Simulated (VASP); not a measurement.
Write the native input for VASP 6.6.1 that does the following.

* Task: electric field gradients
* Functional: PBEsol
* Potentials or basis: VASP PAW PBE potentials, release 64 (In_d, As)
* Cutoff: 520 eV
* k mesh: 10 × 10 × 10
* Occupations: fermi-dirac, width 0.08 eV
* Spin: no spin polarisation
* Dipole correction: no
* Further INCAR settings: ALGO = Normal; EDIFF = 1e-08; NBANDS = 16

The structure of InAs lies in POSCAR:

```
InAs
1.0
    0.0000000000      3.0240000000      3.0240000000
    3.0240000000      0.0000000000      3.0240000000
    3.0240000000      3.0240000000      0.0000000000
In As
1 1
Direct
    0.0000000000      0.0000000000      0.0000000000
    0.7500000000      0.7500000000      0.7500000000
```

The input as run:

INCAR

```
SYSTEM = InAs
  PREC = Accurate
  ENCUT = 520
  EDIFF = 1E-8
  ISMEAR = -1
  SIGMA = 0.08
  LREAL = .FALSE.
  LASPH = .TRUE.
  NELM = 80
  ALGO = Normal
  ISIF = 2
  LWAVE = .FALSE.
  LCHARG = .FALSE.
  GGA = PS
  LEFG = .TRUE.
  NBANDS = 16
```

KPOINTS

```
regular mesh
0
G
  10 10 10
  0 0 0
```

Potentials or basis: VASP PAW PBE potentials, release 64 (In_d, As).

Launch:

```console
$ cat potpaw_PBE.64/In_d/POTCAR potpaw_PBE.64/As/POTCAR > POTCAR
$ mpirun -np 1 vasp_std > vasp.out
```

Results of the run:

| Item | Value |
| --- | --- |
| Pressure | 1.2 GPa |
| Band gap on the k mesh | zero (filled and empty bands touch) |

Caveat: without QUAD_EFG the Cq values of the log hold for a quadrupole moment of 1 mb, not for the nuclei; the PAW data sets were made with another functional, which shifts forces and pressure a little; spin-orbit coupling is left out, which moves the levels of the heavy elements.

It took 24 s on 1 thread of Intel Xeon 6975P-C, with other jobs on the host, peak memory 0.2 GiB.
